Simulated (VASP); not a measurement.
# Au (P6_3/mmc) in VASP: a series of runs

Au is run at these levels: LDA; tasks: electric field gradients.

Program: VASP 6.6.1. These are calculated values, not measurements. Logs are shortened: lines on timing, memory, paths and dates and some standing lists are left out, and cuts for length are marked.

### Step 1. The cell of the first run

It takes space group P6_3/mmc (No. 194, hexagonal). Conventional cell: a = 2.861 Å, b = 2.861 Å, c = 4.814 Å, α = 90.00°, β = 90.00°, γ = 120.00°. Au (site symmetry -6m2) has 12 Au at 2.86 to 2.92 Å within 3.8 Å.

This isn't the form of Au at room conditions, which is fcc.

### Step 2. Electric field gradients, LDA (17.06 Å³/atom)

INCAR reads:

```
ALGO = Normal
EDIFF = 1E-8
ENCUT = 520
GGA = CA
ISIF = 2
ISMEAR = -1
LASPH = T
LCHARG = F
LEFG = T
LREAL = F
LWAVE = F
NBANDS = 18
NELM = 60
PREC = Accurate
SIGMA = 0.03
```

KPOINTS reads:

```
k-points
0
Gamma
  14 14 8
```

POSCAR reads:

```
Au
1.0
    2.8608044381      0.0000000000      0.0000000000
   -1.4304022190      2.4775293187      0.0000000000
    0.0000000000      0.0000000000      4.8140459691
Au
2
Direct
    0.3333333333      0.6666666667      0.7500000000
    0.6666666667      0.3333333333      0.2500000000
```

Potentials or basis: VASP PAW LDA potentials, release 64 (Au).

On the command line:

```bash
$ cat potpaw_LDA.64/Au/POTCAR > POTCAR
$ mpirun -np 1 vasp_std > vasp.out
```

OUTCAR:

```text
EDIFF = 1E-8
   ENCUT = 520
   GGA = CA
   ISIF = 2
   ISMEAR = -1
   LASPH = T
   LREAL = F
   NELM = 60
   PREC = Accurate

 ion  position               nearest neighbor table
   1  0.333  0.667  0.750-   2 2.92   2 2.92   2 2.92   2 2.92   2 2.92   2 2.92
   2  0.667  0.333  0.250-   1 2.92   1 2.92   1 2.92   1 2.92   1 2.92   1 2.92

  LATTYP: Found a hexagonal cell.
 ALAT       =     2.8608044381
 C/A-ratio  =     1.6827595431

  Lattice vectors:

 A1 = (   2.8608044381,   0.0000000000,   0.0000000000)
 A2 = (  -1.4304022190,   2.4775293187,   0.0000000000)
 A3 = (   0.0000000000,   0.0000000000,   4.8140459691)

Analysis of symmetry for initial positions (statically):
=====================================================================
 Subroutine PRICEL returns:
 Original cell was already a primitive cell.

 Routine SETGRP: Setting up the symmetry group for a
 hexagonal supercell.

 Subroutine GETGRP returns: Found 24 space group operations
 (whereof 12 operations were pure point group operations)
 out of a pool of 24 trial point group operations.

The static configuration has the point symmetry D_3d.
 The point group associated with its full space group is D_6h.

Analysis of symmetry for dynamics (positions and initial velocities):
=====================================================================
 Subroutine PRICEL returns:
 Original cell was already a primitive cell.

 Routine SETGRP: Setting up the symmetry group for a
 hexagonal supercell.

 Subroutine GETGRP returns: Found 24 space group operations
 (whereof 12 operations were pure point group operations)
 out of a pool of 24 trial point group operations.

The dynamic configuration has the point symmetry D_3d.
 The point group associated with its full space group is D_6h.

 Subroutine INISYM returns: Found 24 space group operations
 (whereof 12 operations are pure point group operations),
 and found     1 'primitive' translations

----------------------------------------------------------------------------------------

                                     Primitive cell

  volume of cell :      34.1206

  direct lattice vectors                    reciprocal lattice vectors
     2.860804438  0.000000000  0.000000000     0.349552030  0.201813959  0.000000000
    -1.430402219  2.477529319  0.000000000     0.000000000  0.403627918  0.000000000
     0.000000000  0.000000000  4.814045969     0.000000000  0.000000000  0.207725478

  length of vectors
     2.860804438  2.860804438  4.814045969     0.403627918  0.403627918  0.207725478

  position of ions in fractional coordinates (direct lattice)
     0.333333333  0.666666667  0.750000000
     0.666666667  0.333333333  0.250000000

  ion indices of the primitive-cell ions
   primitive index   ion index
                 1           1
                 2           2

----------------------------------------------------------------------------------------

 KPOINTS: k-points

Automatic generation of k-mesh.
 Grid dimensions read from file:
 generate k-points for:   14   14    8

 Generating k-lattice:

  Cartesian coordinates                     Fractional coordinates (reciprocal lattice)
     0.024968002  0.014415283  0.000000000     0.071428571  0.000000000  0.000000000
     0.000000000  0.028830566  0.000000000     0.000000000  0.071428571  0.000000000
     0.000000000  0.000000000  0.025965685     0.000000000  0.000000000  0.125000000

  Length of vectors
     0.028830566  0.028830566  0.025965685

  Shift w.r.t. Gamma in fractional coordinates (k-lattice)
     0.000000000  0.000000000  0.000000000

 Subroutine IBZKPT returns following result:
 ===========================================

 Found    120 irreducible k-points:

 Following reciprocal coordinates:
            Coordinates               Weight
  0.000000  0.000000  0.000000      1.000000
  0.071429  0.000000  0.000000      6.000000
  0.142857 -0.000000  0.000000      6.000000
  0.214286 -0.000000  0.000000      6.000000
  0.285714 -0.000000  0.000000      6.000000
  0.357143 -0.000000  0.000000      6.000000
[... 16 lines left out ...]
  0.285714  0.285714  0.000000      6.000000
  0.357143  0.285714  0.000000      6.000000
 [... further k-points ...]
   k-points           NKPTS =    120   k-points in BZ     NKDIM =    120   number of bands    NBANDS=     18
   number of dos      NEDOS =    301   number of ions     NIONS =      2
   total plane-waves  NPLWV =  20736
   dimension x,y,z NGX =    24 NGY =   24 NGZ =   36
   dimension x,y,z NGXF=    48 NGYF=   48 NGZF=   72
   ions per type =               2
   NGX,Y,Z   is equivalent  to a cutoff of  13.95, 13.95, 12.43 a.u.
   NGXF,Y,Z  is equivalent  to a cutoff of  27.89, 27.89, 24.86 a.u.
 SYSTEM =  unknown system
   PREC   = accura    normal or accurate (medium, high low for compatibility)
   ISTART =      0    job   : 0-new  1-cont  2-samecut
   ICHARG =      2    charge: 1-file 2-atom 10-const
   ISPIN  =      1    spin polarized calculation?
   LNONCOLLINEAR =      F non collinear calculations
   LSORBIT =      F    spin-orbit coupling
   LASPH  =      T    aspherical Exc in radial PAW
   ENCUT  =  520.0 eV  38.22 Ry    6.18 a.u.   5.32  5.32  8.95*2*pi/ulx,y,z
   NELM   =     60;   NELMIN=  2; NELMDL= -5     # of ELM steps
   EDIFF  = 0.1E-07   stopping-criterion for ELM
   LREAL  =      F    real-space projection
   EDIFFG = 0.1E-06   stopping-criterion for IOM
   NSW    =      0    number of steps for IOM
   IBRION =     -1    ionic relax: 0-MD 1-quasi-New 2-CG
   NFREE  =      0    steps in history (QN), initial steepest desc. (CG)
   ISIF   =      2    stress and relaxation
   ISYM   =      2    0-nonsym 1-usesym 2-fastsym
   POTIM  = 0.5000    time-step for ionic-motion
   TEBEG  =    0.0;   TEEND  =   0.0 temperature during run
   PSTRESS=    0.0 pullay stress
   NELECT =      22.0000    total number of electrons
   NUPDOWN=      -1.0000    fix difference up-down
   EMIN   =  10.00;   EMAX   =-10.00  energy-range for DOS
   EFERMI =   0.00;   METHOD = LEGACY
   ISMEAR =    -1;   SIGMA  =   0.03  broadening in eV -4-tet -1-fermi 0-gaus
   EFERMI_NEDOS =   21; number of points for ismear=-14 and -15
   IALGO  =     38    algorithm
   IMIX   =      4    mixing-type and parameters
     AMIX     =   0.40;   BMIX     =  1.00
     AMIX_MAG =   1.60;   BMIX_MAG =  1.00
  volume/ion in A,a.u.               =      17.06       115.13
  Fermi-wavevector in a.u.,A,eV,Ry     =   1.414306  2.672650 27.215202  2.000261
  Thomas-Fermi vector in A             =   2.535862
   LORBIT       =      0    0 simple, 1 ext, 2 COOP (PROOUT), +10 PAW based schemes
   GGA     = CA    functional components
   LHFCALC =     F    Hartree Fock is set to
   AEXX    =    0.0000 exact exchange contribution
   IVDW    =     0    specifies the selected vdW correction
   LEPSILON=     F    determine dielectric tensor
   LRPA    =     F    only Hartree local field effects (RPA)
 non-spin polarized calculation
  energy-cutoff  :      520.00
  volume of cell :       34.12
 maximum number of plane-waves:       936
 NGX is ok and might be reduce to    24
   NGX = 11   NGY = 11   NGZ = 17

 number of electron      22.0000002 magnetization

 Free energy of the ion-electron system (eV)
  ---------------------------------------------------
  ext. energy  EPLUGINS =         0.00000000
  ---------------------------------------------------
  free energy    TOTEN  =        -8.85457428 eV

  energy without entropy =       -8.85088825  energy(sigma->0) =       -8.85273127

 E-fermi :   9.2409     XC(G=0): -12.9765

 val. band max:        9.1970315525   @ k =   0.5000  -0.0000   0.2500
 cond. band min:       9.2500438268   @ k =   0.1429   0.1429   0.2500
 fundamental gap:      0.0530122742
 Fermi energy:         9.2409404806

 k-point     1 :       0.0000    0.0000    0.0000
  band No.  band energies     occupation
      1      -0.6386      2.00000
      2       1.8223      2.00000
      3       4.3650      2.00000
      4       4.6630      2.00000
      5       4.6630      2.00000
      6       4.9744      2.00000
[... 10 lines left out ...]
     17      27.6990      0.00000
     18      27.6990      0.00000

 k-point     2 :       0.0714    0.0000    0.0000
  band No.  band energies     occupation
      1      -0.4760      2.00000
      2       1.9580      2.00000
      3       4.3122      2.00000
      4       4.7035      2.00000
      5       4.7725      2.00000
      6       4.9164      2.00000
[... 10 lines left out ...]
     17      26.8536      0.00000
     18      27.0769      0.00000
[... 442 lines left out ...]
 k-point    24 :       0.3571    0.2857    0.0000
  band No.  band energies     occupation
      1       3.0588      2.00000
      2       3.5068      2.00000
      3       3.5567      2.00000
      4       4.2096      2.00000
      5       4.4659      2.00000
      6       4.5975      2.00000
[... 10 lines left out ...]
     17      20.3492      0.00000
     18      20.5661      0.00000

 [... further k-points ...]
[... 5 lines left out ...]
  --------------------------------------------------------------------------------------
  -------------------------------------------------------------------------------------
  Total       -0.9114282     -0.9114282     -1.0432509     -0.0000000      0.0000000      0.0000000
  in kB      -42.7972478    -42.7972478    -48.9871476     -0.0000000      0.0000000      0.0000000
  external PRESSURE =     -44.8605478 kB  Pullay stress =       0.0000000 kB

 VOLUME and BASIS-vectors are now :
 -----------------------------------------------------------------------------
  energy-cutoff  :      520.00
  volume of cell :       34.12
      direct lattice vectors                 reciprocal lattice vectors
     2.860804438  0.000000000  0.000000000     0.349552030  0.201813959  0.000000000
    -1.430402219  2.477529319  0.000000000     0.000000000  0.403627918  0.000000000
     0.000000000  0.000000000  4.814045969     0.000000000  0.000000000  0.207725478

 POSITION                                       TOTAL-FORCE (eV/Angst)
 -----------------------------------------------------------------------------------
     -0.00000      1.65169      3.61053        -0.000000      0.000000      0.000000
      1.43040      0.82584      1.20351         0.000000     -0.000000      0.000000
 -----------------------------------------------------------------------------------
    total drift:                               -0.000000      0.000000     -0.000000

  FREE ENERGIE OF THE ION-ELECTRON SYSTEM (eV)
  ---------------------------------------------------
  free  energy   TOTEN  =        -8.8545742832 eV

  energy  without entropy=       -8.8508882498  energy(sigma->0) =       -8.85273127

 Electric field gradients (V/A^2)
---------------------------------------------------------------------
 ion       V_xx      V_yy      V_zz      V_xy      V_xz      V_yz
---------------------------------------------------------------------
   1     -14.325   -14.325    28.649    -0.000     0.000    -0.000
   2     -14.325   -14.325    28.649    -0.000    -0.000     0.000
---------------------------------------------------------------------

 Electric field gradients after diagonalization (V/A^2)
 (convention: |V_zz| > |V_xx| > |V_yy|)
----------------------------------------------------------------------
 ion       V_xx      V_yy      V_zz     asymmetry (V_yy - V_xx)/ V_zz
----------------------------------------------------------------------
   1     -14.325   -14.324    28.649       0.000
   2     -14.325   -14.324    28.649       0.000
----------------------------------------------------------------------

           NMR quadrupolar parameters

 Cq : quadrupolar parameter    Cq=e*Q*V_zz/h
 eta: asymmetry parameters     (V_yy - V_xx)/ V_zz
 Q  : nuclear electric quadrupole moment in mb (millibarn)
----------------------------------------------------------------------
 ion       Cq(MHz)       eta       Q (mb)
----------------------------------------------------------------------
   1       0.069       0.000       1.000
   2       0.069       0.000       1.000
----------------------------------------------------------------------
```

Wall time 79 s (1 thread of Intel Xeon 8259CL, shared host); peak memory 0.18 GiB.

Results:

| Property | Result |
| --- | --- |
| Free energy | -8.8546 eV |
| Pressure | -4.5 GPa |
| Band gap on the k mesh | zero (bands 11 and 12 overlap by 6.55 eV) |
| Largest electric field gradient by atom | Au +28.6 V/Å² |

Electric field gradients, principal values (V/Å²):
| atom | least | middle | greatest (by size) |
| --- | --- | --- | --- |
| 1 Au | -14.324 | -14.325 | 28.649 |
| 2 Au | -14.324 | -14.325 | 28.649 |

Caveat: the cell stands under tension; without QUAD_EFG the Cq values of the log hold for a quadrupole moment of 1 mb, not for the nuclei; spin-orbit coupling is left out, which moves the levels of the heavy elements.

### Step 3. Electric field gradients, LDA (17.06 Å³/atom)

INCAR reads:

```
SYSTEM = Au
PREC = Accurate ; ENCUT = 520
EDIFF = 1E-8 ; ISMEAR = -1
SIGMA = 0.03 ; LREAL = .FALSE.
LASPH = .TRUE. ; NELM = 80
ALGO = Normal ; ISIF = 2
LWAVE = .FALSE. ; LCHARG = .FALSE.
GGA = CA ; LEFG = .TRUE.
NBANDS = 18
```

KPOINTS reads:

```
regular mesh
0
G
  14 14 8
  0 0 0
```

POSCAR is that of step 2.

Potentials or basis: VASP PAW LDA potentials, release 64 (Au).

On the command line:

```bash
$ cat potpaw_LDA.64/Au/POTCAR > POTCAR
$ mpirun -np 1 vasp_std > vasp.out
```

OUTCAR:

```text
SYSTEM = Au
   PREC = Accurate
   ENCUT = 520
   EDIFF = 1E-8
   ISMEAR = -1
   LREAL = .FALSE.
   LASPH = .TRUE.
   NELM = 80
   ISIF = 2
   GGA = CA

 ion  position               nearest neighbor table
   1  0.333  0.667  0.750-   2 2.92   2 2.92   2 2.92   2 2.92   2 2.92   2 2.92
   2  0.667  0.333  0.250-   1 2.92   1 2.92   1 2.92   1 2.92   1 2.92   1 2.92

  LATTYP: Found a hexagonal cell.
 ALAT       =     2.8608044381
 C/A-ratio  =     1.6827595431

  Lattice vectors:

 A1 = (   2.8608044381,   0.0000000000,   0.0000000000)
 A2 = (  -1.4304022190,   2.4775293187,   0.0000000000)
 A3 = (   0.0000000000,   0.0000000000,   4.8140459691)

Analysis of symmetry for initial positions (statically):
=====================================================================
 Subroutine PRICEL returns:
 Original cell was already a primitive cell.

 Routine SETGRP: Setting up the symmetry group for a
 hexagonal supercell.

 Subroutine GETGRP returns: Found 24 space group operations
 (whereof 12 operations were pure point group operations)
 out of a pool of 24 trial point group operations.

The static configuration has the point symmetry D_3d.
 The point group associated with its full space group is D_6h.

Analysis of symmetry for dynamics (positions and initial velocities):
=====================================================================
 Subroutine PRICEL returns:
 Original cell was already a primitive cell.

 Routine SETGRP: Setting up the symmetry group for a
 hexagonal supercell.

 Subroutine GETGRP returns: Found 24 space group operations
 (whereof 12 operations were pure point group operations)
[... 154 lines left out ...]
 cond. band min:       9.2500438268   @ k =   0.1429   0.1429   0.2500
 fundamental gap:      0.0530122742
 Fermi energy:         9.2409404806

 k-point     1 :       0.0000    0.0000    0.0000
  band No.  band energies     occupation
      1      -0.6386      2.00000
      2       1.8223      2.00000
      3       4.3650      2.00000
      4       4.6630      2.00000
      5       4.6630      2.00000
      6       4.9744      2.00000
[... 481 lines left out ...]
      5       4.4659      2.00000
      6       4.5975      2.00000
[... 10 lines left out ...]
     17      20.3492      0.00000
     18      20.5661      0.00000

 [... further k-points ...]
[... 5 lines left out ...]
  --------------------------------------------------------------------------------------
  -------------------------------------------------------------------------------------
  Total       -0.9114282     -0.9114282     -1.0432509     -0.0000000      0.0000000      0.0000000
  in kB      -42.7972478    -42.7972478    -48.9871476     -0.0000000      0.0000000      0.0000000
  external PRESSURE =     -44.8605478 kB  Pullay stress =       0.0000000 kB

 VOLUME and BASIS-vectors are now :
 -----------------------------------------------------------------------------
  energy-cutoff  :      520.00
  volume of cell :       34.12
      direct lattice vectors                 reciprocal lattice vectors
     2.860804438  0.000000000  0.000000000     0.349552030  0.201813959  0.000000000
    -1.430402219  2.477529319  0.000000000     0.000000000  0.403627918  0.000000000
     0.000000000  0.000000000  4.814045969     0.000000000  0.000000000  0.207725478

 POSITION                                       TOTAL-FORCE (eV/Angst)
 -----------------------------------------------------------------------------------
     -0.00000      1.65169      3.61053        -0.000000      0.000000      0.000000
      1.43040      0.82584      1.20351         0.000000     -0.000000      0.000000
 -----------------------------------------------------------------------------------
    total drift:                               -0.000000      0.000000     -0.000000

  FREE ENERGIE OF THE ION-ELECTRON SYSTEM (eV)
  ---------------------------------------------------
  free  energy   TOTEN  =        -8.8545742832 eV

  energy  without entropy=       -8.8508882498  energy(sigma->0) =       -8.85273127

 Electric field gradients (V/A^2)
---------------------------------------------------------------------
 ion       V_xx      V_yy      V_zz      V_xy      V_xz      V_yz
---------------------------------------------------------------------
   1     -14.325   -14.325    28.649    -0.000     0.000    -0.000
   2     -14.325   -14.325    28.649    -0.000    -0.000     0.000
---------------------------------------------------------------------

 Electric field gradients after diagonalization (V/A^2)
 (convention: |V_zz| > |V_xx| > |V_yy|)
----------------------------------------------------------------------
 ion       V_xx      V_yy      V_zz     asymmetry (V_yy - V_xx)/ V_zz
----------------------------------------------------------------------
   1     -14.325   -14.324    28.649       0.000
   2     -14.325   -14.324    28.649       0.000
----------------------------------------------------------------------

           NMR quadrupolar parameters

 Cq : quadrupolar parameter    Cq=e*Q*V_zz/h
 eta: asymmetry parameters     (V_yy - V_xx)/ V_zz
 Q  : nuclear electric quadrupole moment in mb (millibarn)
----------------------------------------------------------------------
 ion       Cq(MHz)       eta       Q (mb)
----------------------------------------------------------------------
   1       0.069       0.000       1.000
   2       0.069       0.000       1.000
----------------------------------------------------------------------
```

stdout:

```text
POSCAR found type information on POSCAR Au
 POSCAR found :  1 types and       2 ions
 scaLAPACK will be used
 LDA part: xc-table for (Slater(with rela. corr.)+CA(PZ))
 , standard interpolation
 POSCAR, INCAR and KPOINTS ok, starting setup
 FFT: planning ... GRIDC
 FFT: planning ... GRID_SOFT
 FFT: planning ... GRID
 WAVECAR not read
 entering main loop
ion   1

ion   2
```

Wall time 87 s (1 thread of Intel Xeon 8259CL, shared host); peak memory 0.18 GiB.

Results:

```
Free energy                             : -8.8546 eV
Pressure                                : -4.5 GPa
Band gap on the k mesh                  : zero (bands 11 and 12 overlap by 6.55 eV)
Largest electric field gradient by atom : Au +28.6 V/Å²
```

Electric field gradients, principal values (V/Å²):
| atom | least | middle | greatest (by size) |
| --- | --- | --- | --- |
| 1 Au | -14.324 | -14.325 | 28.649 |
| 2 Au | -14.324 | -14.325 | 28.649 |

Caveat: the cell stands under tension; without QUAD_EFG the Cq values of the log hold for a quadrupole moment of 1 mb, not for the nuclei; spin-orbit coupling is left out, which moves the levels of the heavy elements.
